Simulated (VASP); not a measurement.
Write the native input for VASP 6.6.1 that does the following.

```
Task                   : single point
Functional             : PBEsol
Potentials or basis    : VASP PAW PBE potentials, release 64 (Ni)
Cutoff                 : 520 eV
k mesh                 : 13 × 13 × 7
Occupations            : fermi-dirac, width 0.1 eV
Spin                   : collinear spin, ferromagnetic start
Starting moments       : [1.5, 1.5] μB
Dipole correction      : no
Further INCAR settings : ALGO = Normal; EDIFF = 1e-07; NBANDS = 21
```

The structure of Ni lies in POSCAR:

```
Ni
1.0
    2.4260664540      0.0000000000      0.0000000000
   -1.2130327315      2.1010350744      0.0000000000
    0.0000000000      0.0000000000      4.0362786062
Ni
2
Direct
    0.3333333333      0.6666666667      0.2500000000
    0.6666666667      0.3333333333      0.7500000000
```

This isn't the form of Ni at room conditions, which is fcc.

One way to write it, as run:

INCAR

```
SYSTEM = Ni
PREC = Accurate
ENCUT = 520
EDIFF = 1E-7
ISMEAR = -1
SIGMA = 0.1
LREAL = .FALSE.
LASPH = .TRUE.
NELM = 150
ALGO = Normal
ISIF = 2
LWAVE = .FALSE.
LCHARG = .FALSE.
ISPIN = 2
MAGMOM = 1.5 1.5
LORBIT = 11
LMAXMIX = 4
GGA = PS
NBANDS = 21
```

KPOINTS

```
Automatic mesh
0
G
  13 13 7
  0 0 0
```

Potentials or basis: VASP PAW PBE potentials, release 64 (Ni).

Command:

```sh
$ cat potpaw_PBE.64/Ni/POTCAR > POTCAR
$ mpirun -np 1 vasp_std > vasp.out
```

Results of the run:

```yaml
Pressure: 3.2 GPa
Net_moment: 1.21 μB per cell
Site_moments: Ni +0.61 μB
Valence_electrons_inside_the_program's_atomic_spheres: Ni 9.42
```

Caveat: the cell stands under pressure; the PAW data sets were made with another functional, which shifts forces and pressure a little.

Wall time 34 s on 1 thread of Intel(R) Xeon(R) 6975P-C (Granite Rapids), with other jobs on the host, peak memory 0.16 GiB.
